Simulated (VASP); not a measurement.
Write the native input for VASP 6.6.1 that does the following.

```
Task                   : single point
Functional             : RPBE
Potentials or basis    : VASP PAW PBE potentials, release 64 (Sn_d, Al)
Cutoff                 : 520 eV
k mesh                 : 7 × 7 × 8
Occupations            : fermi-dirac, width 0.05 eV
Spin                   : no spin polarisation
Dipole correction      : no
Further INCAR settings : ALGO = Normal; EDIFF = 1e-07; NBANDS = 16
```

The structure of AlSn lies in POSCAR:

```
AlSn
1.0
    4.2425208142      0.0000000000      0.0000000000
   -2.1212604071      3.6741308012      0.0000000000
    0.0000000000      0.0000000000      3.3372393528
Sn Al
1 1
Direct
    0.3333333333      0.6666666667      0.5000000000
    0.0000000000      0.0000000000      0.0000000000
```

These files were run (other wordings do the same):

INCAR

```
SYSTEM = AlSn
PREC = Accurate
ENCUT = 520
EDIFF = 1E-7
ISMEAR = -1
SIGMA = 0.05
LREAL = .FALSE.
LASPH = .TRUE.
NELM = 60
ALGO = Normal
ISIF = 2
LWAVE = .FALSE.
LCHARG = .FALSE.
GGA = RP
NBANDS = 16
```

KPOINTS

```
regular mesh
0
G
  7 7 8
  0 0 0
```

Potentials or basis: VASP PAW PBE potentials, release 64 (Sn_d, Al).

Launch:

```console
$ cat potpaw_PBE.64/Sn_d/POTCAR potpaw_PBE.64/Al/POTCAR > POTCAR
$ mpirun -np 1 vasp_std > vasp.out
```

It gave:

* Pressure: -0.1 GPa

Caveat: the PAW data sets were made with another functional, which shifts forces and pressure a little.

Wall time 36 s on 1 thread of AMD EPYC 7R13 Processor (Zen 3), with other jobs on the host, peak memory 0.16 GiB.
